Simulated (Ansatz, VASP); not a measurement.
# One calculation of Mg5ZnO6, two programs

```
CELL_PARAMETERS angstrom
3.01879 0.00000 0.00000
-1.50940 2.61435 0.00000
0.00000 0.00000 14.76733
ATOMIC_POSITIONS crystal
Mg 0.33333 0.66667 0.83230
Mg 0.66667 0.33333 0.16770
Mg 0.33333 0.66667 0.33390
Mg 0.00000 0.00000 0.50000
Mg 0.66667 0.33333 0.66610
Zn 0.00000 0.00000 0.00000
O 0.66667 0.33333 0.91339
O 0.33333 0.66667 0.08661
O 0.00000 0.00000 0.25086
O 0.66667 0.33333 0.41695
O 0.33333 0.66667 0.58305
O 0.00000 0.00000 0.74914
```

Alike in both runs: task single point; functional PBE; k mesh 6 × 6 × 2; occupations gaussian, width 0.1 eV; no spin polarisation.

|  | VASP | Ansatz |
| --- | --- | --- |
| version | VASP 6.6.1 | Ansatz 0.2.0 |
| potentials or method | VASP PAW PBE potentials, release 64 (Mg, Zn, O), cutoff 520 eV | scalar-relativistic, plane waves, PAW |
| valence electrons in the cell | 58 | 98 |

VASP gave:

* gap on the k mesh at the Fermi level (eV): 3.28
* least direct gap on the mesh (eV): 3.28
* pressure (GPa): -0.4
* rms of the force components (eV/Å): 0.017

Task: Which values does Ansatz return?

Result: gap on the k mesh at the Fermi level (eV): 3.30; least direct gap on the mesh (eV): 3.30; pressure (GPa): 0.0; rms of the force components (eV/Å): 0.000.

Atom by atom the forces differ by 0.017 eV/Å (rms over components). VASP's potentials hold 58 valence electrons a cell and Ansatz's 98, so a difference there can come from the potentials and not from the codes.
